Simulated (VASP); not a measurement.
# NbCd3 (P4/mmm) in VASP: a series of runs

Runs on NbCd3. Level: LDA. Tasks: single point.

Program: VASP 6.6.1. These are calculated values, not measurements. Logs are shortened: lines on timing, memory, paths and dates and some standing lists are left out, and cuts for length are marked.

## Step 1: The cell of the first run

The structure is tetragonal, space group P4/mmm (No. 123). Conventional cell: a = 4.215 Å, b = 4.215 Å, c = 4.131 Å, α = 90.00°, β = 90.00°, γ = 90.00°. Nb (site symmetry 4/mmm) has 12 Cd at 2.95 to 2.98 Å within 3.9 Å. Within 3.9 Å of Cd (site symmetry mmm) lie 4 Nb at 2.95 Å and 8 Cd at 2.95 to 2.98 Å. Within 3.9 Å of Cd (site symmetry 4/mmm) lie 8 Cd at 2.95 Å and 4 Nb at 2.98 Å.

## Step 2: Single point, LDA (zz strain of -2 %)

The input, INCAR:

```
SYSTEM = NbCd3
  PREC = Accurate
  ENCUT = 520
  EDIFF = 1E-6
  ISMEAR = -1
  SIGMA = 0.08
  LREAL = .False.
  LASPH = .True.
  NELM = 80
  ALGO = Normal
  ISIF = 2
  LWAVE = .False.
  LCHARG = .False.
  GGA = CA
  NBANDS = 32
```

The input, KPOINTS:

```
regular mesh
0
Gamma
  9 9 9
  0 0 0
```

The input, POSCAR:

```
NbCd3
1.0
    4.2150000000      0.0000000000      0.0000000000
    0.0000000000      4.2150000000      0.0000000000
    0.0000000000      0.0000000000      4.1307000000
Nb Cd
1 3
Direct
    0.0000000000      0.0000000000      0.0000000000
    0.0000000000      0.5000000000      0.5000000000
    0.5000000000      0.0000000000      0.5000000000
    0.5000000000      0.5000000000      0.0000000000
```

Potentials or basis: VASP PAW LDA potentials, release 64 (Nb_sv, Cd).

Run with:

```bash
$ cat potpaw_LDA.64/Nb_sv/POTCAR potpaw_LDA.64/Cd/POTCAR > POTCAR
$ mpirun -np 1 vasp_std > vasp.out
```

OUTCAR:

```text
SYSTEM = NbCd3
   PREC = Accurate
   ENCUT = 520
   EDIFF = 1E-6
   ISMEAR = -1
   LREAL = .False.
   LASPH = .True.
   NELM = 80
   ISIF = 2
   GGA = CA

 ion  position               nearest neighbor table
   1  0.000  0.000  0.000-   2 2.95   3 2.95   2 2.95   3 2.95   2 2.95   2 2.95   3 2.95   3 2.95
                             4 2.98   4 2.98   4 2.98   4 2.98
   2  0.000  0.500  0.500-   1 2.95   4 2.95   1 2.95   4 2.95   1 2.95   1 2.95   4 2.95   4 2.95
                             3 2.98   3 2.98   3 2.98   3 2.98
   3  0.500  0.000  0.500-   1 2.95   4 2.95   1 2.95   4 2.95   4 2.95   4 2.95   1 2.95   1 2.95
                             2 2.98   2 2.98   2 2.98   2 2.98
   4  0.500  0.500  0.000-   2 2.95   3 2.95   2 2.95   3 2.95   3 2.95   3 2.95   2 2.95   2 2.95
                             1 2.98   1 2.98   1 2.98   1 2.98

  LATTYP: Found a simple tetragonal cell.
 ALAT       =     4.2150000000
 C/A-ratio  =     0.9800000000

  Lattice vectors:

 A1 = (   4.2150000000,   0.0000000000,   0.0000000000)
 A2 = (   0.0000000000,   4.2150000000,   0.0000000000)
 A3 = (   0.0000000000,   0.0000000000,   4.1307000000)

Analysis of symmetry for initial positions (statically):
=====================================================================
 Subroutine PRICEL returns:
 Original cell was already a primitive cell.

 Routine SETGRP: Setting up the symmetry group for a
 simple tetragonal supercell.

 Subroutine GETGRP returns: Found 16 space group operations
 (whereof 16 operations were pure point group operations)
 out of a pool of 16 trial point group operations.

The static configuration has the point symmetry D_4h.

Analysis of symmetry for dynamics (positions and initial velocities):
=====================================================================
 Subroutine PRICEL returns:
 Original cell was already a primitive cell.

 Routine SETGRP: Setting up the symmetry group for a
 simple tetragonal supercell.

 Subroutine GETGRP returns: Found 16 space group operations
 (whereof 16 operations were pure point group operations)
 out of a pool of 16 trial point group operations.

The dynamic configuration has the point symmetry D_4h.

 Subroutine INISYM returns: Found 16 space group operations
 (whereof 16 operations are pure point group operations),
 and found     1 'primitive' translations

----------------------------------------------------------------------------------------
[... 96 lines left out ...]
   NELM   =     80;   NELMIN=  2; NELMDL= -5     # of ELM steps
   EDIFF  = 0.1E-05   stopping-criterion for ELM
   LREAL  =      F    real-space projection
   EDIFFG = 0.1E-04   stopping-criterion for IOM
   NSW    =      0    number of steps for IOM
   IBRION =     -1    ionic relax: 0-MD 1-quasi-New 2-CG
   NFREE  =      0    steps in history (QN), initial steepest desc. (CG)
   ISIF   =      2    stress and relaxation
   ISYM   =      2    0-nonsym 1-usesym 2-fastsym
   POTIM  = 0.5000    time-step for ionic-motion
   TEBEG  =    0.0;   TEEND  =   0.0 temperature during run
   PSTRESS=    0.0 pullay stress
   NELECT =      49.0000    total number of electrons
   NUPDOWN=      -1.0000    fix difference up-down
   EMIN   =  10.00;   EMAX   =-10.00  energy-range for DOS
   EFERMI =   0.00;   METHOD = LEGACY
   ISMEAR =    -1;   SIGMA  =   0.08  broadening in eV -4-tet -1-fermi 0-gaus
   EFERMI_NEDOS =   21; number of points for ismear=-14 and -15
   IALGO  =     38    algorithm
   IMIX   =      4    mixing-type and parameters
     AMIX     =   0.40;   BMIX     =  1.00
     AMIX_MAG =   1.60;   BMIX_MAG =  1.00
  volume/ion in A,a.u.               =      18.35       123.81
  Fermi-wavevector in a.u.,A,eV,Ry     =   1.430871  2.703955 27.856470  2.047393
  Thomas-Fermi vector in A             =   2.550669
   LORBIT       =      0    0 simple, 1 ext, 2 COOP (PROOUT), +10 PAW based schemes
   GGA     = CA    functional components
   LHFCALC =     F    Hartree Fock is set to
   AEXX    =    0.0000 exact exchange contribution
   IVDW    =     0    specifies the selected vdW correction
   LEPSILON=     F    determine dielectric tensor
   LRPA    =     F    only Hartree local field effects (RPA)
 non-spin polarized calculation
  energy-cutoff  :      520.00
  volume of cell :       73.39
 maximum number of plane-waves:      2004
 NGX is ok and might be reduce to    32
   NGX = 15   NGY = 15   NGZ = 15

 number of electron      49.0000033 magnetization

 Free energy of the ion-electron system (eV)
  ---------------------------------------------------
  ext. energy  EPLUGINS =         0.00000000
  ---------------------------------------------------
  free energy    TOTEN  =       -15.50137479 eV

  energy without entropy =      -15.47004352  energy(sigma->0) =      -15.48570916

 E-fermi :   5.2417     XC(G=0): -12.3707

 val. band max:        5.2389166775   @ k =   0.4444   0.3333   0.0000
 cond. band min:       5.2554170479   @ k =   0.3333   0.0000   0.3333
 fundamental gap:      0.0165003704
 Fermi energy:         5.2417164150

 k-point     1 :       0.0000    0.0000    0.0000
  band No.  band energies     occupation
      1     -49.3021      2.00000
      2     -25.5401      2.00000
      3     -25.5401      2.00000
      4     -25.5213      2.00000
      5      -4.5622      2.00000
      6      -4.3210      2.00000
[... 829 lines left out ...]
     31      11.6596      0.00000
     32      12.7306      0.00000

 [... further k-points ...]

------------------------ aborting loop because EDIFF is reached ----------------------------------------

  FORCE on cell =-STRESS in cart. coord.  units (eV):
  Direction    XX          YY          ZZ          XY          YZ          ZX
  --------------------------------------------------------------------------------------
  -------------------------------------------------------------------------------------
  Total        0.1137621      0.1137621      0.8157728      0.0000000      0.0000000     -0.0000000
  in kB        2.4836446      2.4836446     17.8098794      0.0000000      0.0000000     -0.0000000
  external PRESSURE =       7.5923895 kB  Pullay stress =       0.0000000 kB

 VOLUME and BASIS-vectors are now :
 -----------------------------------------------------------------------------
  energy-cutoff  :      520.00
  volume of cell :       73.39
      direct lattice vectors                 reciprocal lattice vectors
     4.215000000  0.000000000  0.000000000     0.237247924  0.000000000  0.000000000
     0.000000000  4.215000000  0.000000000     0.000000000  0.237247924  0.000000000
     0.000000000  0.000000000  4.130700000     0.000000000  0.000000000  0.242089718

 POSITION                                       TOTAL-FORCE (eV/Angst)
 -----------------------------------------------------------------------------------
      0.00000      0.00000      0.00000         0.000000      0.000000      0.000000
      0.00000      2.10750      2.06535         0.000000      0.000000      0.000000
      2.10750      0.00000      2.06535         0.000000      0.000000      0.000000
      2.10750      2.10750      0.00000         0.000000      0.000000      0.000000
 -----------------------------------------------------------------------------------
    total drift:                                0.000000     -0.000000     -0.000000

  FREE ENERGIE OF THE ION-ELECTRON SYSTEM (eV)
  ---------------------------------------------------
  free  energy   TOTEN  =       -15.5013747922 eV

  energy  without entropy=      -15.4700435188  energy(sigma->0) =      -15.48570916
```

OSZICAR:

```text
N       E                     dE             d eps       ncg     rms          rms(c)
DAV:   1     0.486091959878E+03    0.48609E+03   -0.25918E+04  4800   0.159E+03
DAV:   2     0.363969440330E+01   -0.48245E+03   -0.46650E+03  5352   0.511E+02
DAV:   3    -0.155546131301E+02   -0.19194E+02   -0.18649E+02  6840   0.102E+02
DAV:   4    -0.163679370393E+02   -0.81332E+00   -0.80980E+00  7048   0.168E+01
DAV:   5    -0.163838984165E+02   -0.15961E-01   -0.15957E-01  6744   0.215E+00    0.105E+01
DAV:   6    -0.156234651410E+02    0.76043E+00   -0.17685E+00  6584   0.121E+01    0.658E+00
DAV:   7    -0.155214970368E+02    0.10197E+00   -0.24107E-01  6072   0.357E+00    0.384E+00
DAV:   8    -0.155042057076E+02    0.17291E-01   -0.75624E-02  6656   0.239E+00    0.576E-01
DAV:   9    -0.155014420182E+02    0.27637E-02   -0.78519E-03  6608   0.701E-01    0.196E-01
DAV:  10    -0.155013748239E+02    0.67194E-04   -0.71615E-04  5728   0.194E-01    0.307E-02
DAV:  11    -0.155013746491E+02    0.17471E-06   -0.39312E-05  6200   0.539E-02    0.108E-02
DAV:  12    -0.155013747922E+02   -0.14302E-06   -0.34117E-06  4912   0.180E-02
   1 F= -.15501375E+02 E0= -.15485709E+02  d E =-.313313E-01
```

stdout:

```text
POSCAR found type information on POSCAR NbCd
 POSCAR found :  2 types and       4 ions
 scaLAPACK will be used
 LDA part: xc-table for (Slater(with rela. corr.)+CA(PZ))
 , standard interpolation
 POSCAR, INCAR and KPOINTS ok, starting setup
 FFT: planning ... GRIDC
 FFT: planning ... GRID_SOFT
 FFT: planning ... GRID
 WAVECAR not read
 entering main loop
```

Wall time 1.7 min (1 thread of Intel Xeon 8259CL, shared host); peak memory 0.26 GiB.

What came out:

| Quantity | Value |
| --- | --- |
| Free energy | -15.5014 eV |
| Pressure | 0.8 GPa |
| Band gap on the k mesh | zero (an odd number of electrons rules out a gap without spin polarisation) |

Caveat: the cell differs from its parent crystal (zz strain of -2 %).

## Step 3: Single point, LDA (zz strain of -1 %)

The input, INCAR:

```
SYSTEM = NbCd3
PREC = Accurate
ENCUT = 520
EDIFF = 1E-6
ISMEAR = -1
SIGMA = 0.08
LREAL = .False.
LASPH = .True.
NELM = 60
ALGO = Normal
ISIF = 2
LWAVE = .False.
LCHARG = .False.
NBANDS = 32
```

KPOINTS is that of step 2.

Edit POSCAR of step 2 so:

```diff
@@ -4,3 +4,3 @@
     0.0000000000      4.2150000000      0.0000000000
-    0.0000000000      0.0000000000      4.1307000000
+    0.0000000000      0.0000000000      4.1728500000
 Nb Cd
```

Potentials or basis: VASP PAW LDA potentials, release 64 (Nb_sv, Cd).

Run with:

```bash
$ cat potpaw_LDA.64/Nb_sv/POTCAR potpaw_LDA.64/Cd/POTCAR > POTCAR
$ mpirun -np 1 vasp_std > vasp.out
```

Run time: 1.9 min. Hardware: 1 thread of Intel Xeon 8259CL, shared host; peak memory 0.26 GiB.

It converged, with:

* Free energy: -15.5057 eV
* Pressure: -0.5 GPa
* Band gap on the k mesh: zero (an odd number of electrons rules out a gap without spin polarisation)

Stress tensor (GPa, compression positive):
```
-0.77  0.00  0.00
 0.00 -0.77  0.00
 0.00  0.00 -0.02
```

Levels at points of the mesh, in eV from the Fermi level:
```csv
k point,band 22,band 23,band 24,band 25,band 26,band 27
"(0.00, 0.00, 0.00)",-0.90,0.14,0.14,0.30,1.29,1.33
```

Caveat: the cell differs from its parent crystal (zz strain of -1 %).

## Step 4: Single point, LDA (zz strain of +1 %)

The input, INCAR:

```
SYSTEM = NbCd3
PREC = Accurate ; ENCUT = 520
EDIFF = 1E-6 ; ISMEAR = -1
SIGMA = 0.08 ; LREAL = .FALSE.
LASPH = .TRUE. ; NELM = 60
ALGO = Normal ; ISIF = 2
LWAVE = .FALSE. ; LCHARG = .FALSE.
GGA = CA ; NBANDS = 32
```

The input, KPOINTS:

```
regular mesh
0
G
  9 9 9
  0 0 0
```

Edit POSCAR of step 3 so:

```diff
@@ -4,3 +4,3 @@
     0.0000000000      4.2150000000      0.0000000000
-    0.0000000000      0.0000000000      4.1728500000
+    0.0000000000      0.0000000000      4.2571500000
 Nb Cd
```

Potentials or basis: VASP PAW LDA potentials, release 64 (Nb_sv, Cd).

Run with:

```bash
$ cat potpaw_LDA.64/Nb_sv/POTCAR potpaw_LDA.64/Cd/POTCAR > POTCAR
$ mpirun -np 1 vasp_std > vasp.out
```

OUTCAR:

```text
SYSTEM = NbCd3
   PREC = Accurate
   ENCUT = 520
   EDIFF = 1E-6
   ISMEAR = -1
   LREAL = .FALSE.
   LASPH = .TRUE.
   NELM = 60
   ISIF = 2
   GGA = CA

 ion  position               nearest neighbor table
   1  0.000  0.000  0.000-   4 2.98   4 2.98   4 2.98   4 2.98   3 3.00   2 3.00   3 3.00   2 3.00
                             3 3.00   2 3.00   3 3.00   2 3.00
   2  0.000  0.500  0.500-   3 2.98   3 2.98   3 2.98   3 2.98   4 3.00   1 3.00   1 3.00   1 3.00
                             4 3.00   4 3.00   4 3.00   1 3.00
[... 1045 lines left out ...]
  Direction    XX          YY          ZZ          XY          YZ          ZX
  --------------------------------------------------------------------------------------
  -------------------------------------------------------------------------------------
  Total       -1.2112525     -1.2112525     -1.5608745      0.0000000      0.0000000      0.0000000
  in kB      -25.6584929    -25.6584929    -33.0646900      0.0000000      0.0000000      0.0000000
  external PRESSURE =     -28.1272253 kB  Pullay stress =       0.0000000 kB

 VOLUME and BASIS-vectors are now :
 -----------------------------------------------------------------------------
  energy-cutoff  :      520.00
  volume of cell :       75.63
      direct lattice vectors                 reciprocal lattice vectors
     4.215000000  0.000000000  0.000000000     0.237247924  0.000000000  0.000000000
     0.000000000  4.215000000  0.000000000     0.000000000  0.237247924  0.000000000
     0.000000000  0.000000000  4.257150000     0.000000000  0.000000000  0.234898935

 POSITION                                       TOTAL-FORCE (eV/Angst)
 -----------------------------------------------------------------------------------
      0.00000      0.00000      0.00000         0.000000      0.000000      0.000000
      0.00000      2.10750      2.12858         0.000000      0.000000      0.000000
      2.10750      0.00000      2.12858         0.000000      0.000000      0.000000
      2.10750      2.10750      0.00000         0.000000      0.000000      0.000000
 -----------------------------------------------------------------------------------
    total drift:                                0.000000     -0.000000     -0.000000

  FREE ENERGIE OF THE ION-ELECTRON SYSTEM (eV)
  ---------------------------------------------------
  free  energy   TOTEN  =       -15.4902983357 eV

  energy  without entropy=      -15.4568012961  energy(sigma->0) =      -15.47354982
```

OSZICAR:

```text
N       E                     dE             d eps       ncg     rms          rms(c)
DAV:   1     0.484201899283E+03    0.48420E+03   -0.25841E+04  4800   0.158E+03
DAV:   2     0.368295762913E+01   -0.48052E+03   -0.46447E+03  5368   0.509E+02
DAV:   3    -0.155314503066E+02   -0.19214E+02   -0.18654E+02  6864   0.101E+02
DAV:   4    -0.163558679679E+02   -0.82442E+00   -0.82083E+00  7136   0.166E+01
DAV:   5    -0.163702481565E+02   -0.14380E-01   -0.14375E-01  6656   0.200E+00    0.981E+00
DAV:   6    -0.156132271676E+02    0.75702E+00   -0.18621E+00  6528   0.120E+01    0.607E+00
DAV:   7    -0.155163835811E+02    0.96844E-01   -0.23832E-01  6104   0.357E+00    0.389E+00
DAV:   8    -0.154928744895E+02    0.23509E-01   -0.73479E-02  6344   0.216E+00    0.783E-01
DAV:   9    -0.154903618631E+02    0.25126E-02   -0.66396E-03  6808   0.681E-01    0.179E-01
DAV:  10    -0.154903012502E+02    0.60613E-04   -0.71224E-04  6152   0.206E-01    0.551E-02
DAV:  11    -0.154902983256E+02    0.29246E-05   -0.42738E-05  7008   0.591E-02    0.170E-02
DAV:  12    -0.154902983357E+02   -0.10066E-07   -0.32258E-06  4736   0.149E-02
   1 F= -.15490298E+02 E0= -.15473550E+02  d E =-.334970E-01
```

stdout:

```text
POSCAR found type information on POSCAR NbCd
 POSCAR found :  2 types and       4 ions
 scaLAPACK will be used
 LDA part: xc-table for (Slater(with rela. corr.)+CA(PZ))
 , standard interpolation
 POSCAR, INCAR and KPOINTS ok, starting setup
 FFT: planning ... GRIDC
 FFT: planning ... GRID_SOFT
 FFT: planning ... GRID
 WAVECAR not read
 entering main loop
```

It took 1.9 min on 1 thread of Intel Xeon 8259CL, shared host; peak memory 0.26 GiB.

What came out:

* Free energy: -15.4903 eV
* Pressure: -2.8 GPa
* Band gap on the k mesh: zero (an odd number of electrons rules out a gap without spin polarisation)

Stress tensor (GPa, compression positive):
```
-2.57  0.00  0.00
 0.00 -2.57  0.00
 0.00  0.00 -3.31
```

Caveat: the cell differs from its parent crystal (zz strain of +1 %).

## Step 5: Overview

```csv
cell,gap on the mesh (eV),pressure (GPa)
"a = 4.215, b = 4.215, c = 4.131 Å, 4 atoms",none,0.8
"a = 4.215, b = 4.215, c = 4.173 Å, 4 atoms",none,-0.5
"a = 4.215, b = 4.215, c = 4.257 Å, 4 atoms",none,-2.8
```

Alike in all rows: task single point; level LDA; potentials or basis VASP PAW LDA potentials, release 64 (Nb_sv, Cd); no spin polarisation; k mesh 9 × 9 × 9; cutoff (eV) 520; smearing fermi-dirac 0.08 eV.

Total energies depend on the potentials used, so only differences within one code and one set of settings carry meaning.

The gap in the log of VASP goes by the Fermi energy; the results here count the filled bands.